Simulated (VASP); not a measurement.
**CdS: single point with r2SCAN**

The system is CdS.

```
CELL_PARAMETERS angstrom
0.00000 2.72678 2.72678
2.72678 0.00000 2.72678
2.72678 2.72678 0.00000
ATOMIC_POSITIONS crystal
Cd 0.00000 0.00000 0.00000
S 0.50000 0.50000 0.50000
```

```yaml
Program: VASP 6.6.1
Task: single point
Functional: r2SCAN
Potentials_or_basis: VASP PAW PBE potentials, release 64 (Cd_sv_GW, S)
Cutoff: 700 eV
k_mesh: 6 × 6 × 6
Occupations: gaussian, width 0.01 eV
Spin: no spin polarisation
Dipole_correction: no
Further_INCAR_settings: ALGO = Normal; EDIFF = 1e-06; NBANDS = 20
```

| Quantity | Value |
| --- | --- |
| Pressure | -0.1 GPa |
| Band gap on the k mesh | 0.75 eV (least direct gap 2.38 eV) |

Levels at points of the mesh, in eV from the valence-band top:
```tsv
k point	band 11	band 12	band 13	band 14	band 15	band 16
(0.00, 0.00, 0.00)	-0.78	-0.78	-0.78	1.60	9.74	9.74
(0.50, 0.00, 0.00)	-4.92	0.00	0.00	4.04	6.45	6.45
(0.50, 0.50, 0.00)	-4.34	-2.20	-2.20	0.75	6.42	10.74
```

It took 74 s on 1 thread of Intel(R) Xeon(R) Platinum 8488C (Sapphire Rapids), with other jobs on the host, peak memory 0.23 GiB.

Caveat: the structure was generated, so it needn't be the stable form of CdS; semilocal functionals underestimate gaps, and a narrow one can read as zero; the PAW data sets were made with another functional, which shifts forces and pressure a little. A k mesh can miss the band edges.
